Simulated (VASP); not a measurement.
Set up this calculation in VASP 6.6.1, as the native input.

```
Task                   : single point
Functional             : LDA
Potentials or basis    : VASP PAW LDA potentials, release 64 (Ag)
Cutoff                 : 520 eV
k mesh                 : 10 × 10 × 6
Occupations            : fermi-dirac, width 0.05 eV
Spin                   : no spin polarisation
Dipole correction      : no
Further INCAR settings : ALGO = Fast; EDIFF = 1e-06; NBANDS = 18
```

The structure of Ag lies in POSCAR:

```
Ag
1.0
    2.9103349780      0.0000000000      0.0000000000
   -1.4551674890      2.5204240244      0.0000000000
    0.0000000000      0.0000000000      4.7578513803
Ag
2
Direct
    0.6666666667      0.3333333333      0.7500000000
    0.3333333333      0.6666666667      0.2500000000
```

This isn't the form of Ag at room conditions, which is fcc.

One way to write it, as run:

INCAR

```
SYSTEM = Ag
PREC = Accurate
ENCUT = 520
EDIFF = 1E-6
ISMEAR = -1
SIGMA = 0.05
LREAL = .False.
LASPH = .True.
NELM = 60
ALGO = Fast
ISIF = 2
LWAVE = .False.
LCHARG = .False.
GGA = CA
NBANDS = 18
```

KPOINTS

```
Automatic mesh
0
Gamma
  10 10 6
  0 0 0
```

Potentials or basis: VASP PAW LDA potentials, release 64 (Ag).

Command:

```console
$ cat potpaw_LDA.64/Ag/POTCAR > POTCAR
$ mpirun -np 1 vasp_std > vasp.out
```

It gave:

```
Pressure               : -8.8 GPa
Band gap on the k mesh : zero (bands 11 and 12 overlap by 6.40 eV)
```

Caveat: the cell stands under tension.

Run time: 37 s on 1 thread of Intel Xeon 8259CL (shared host), peak memory 0.15 GiB.
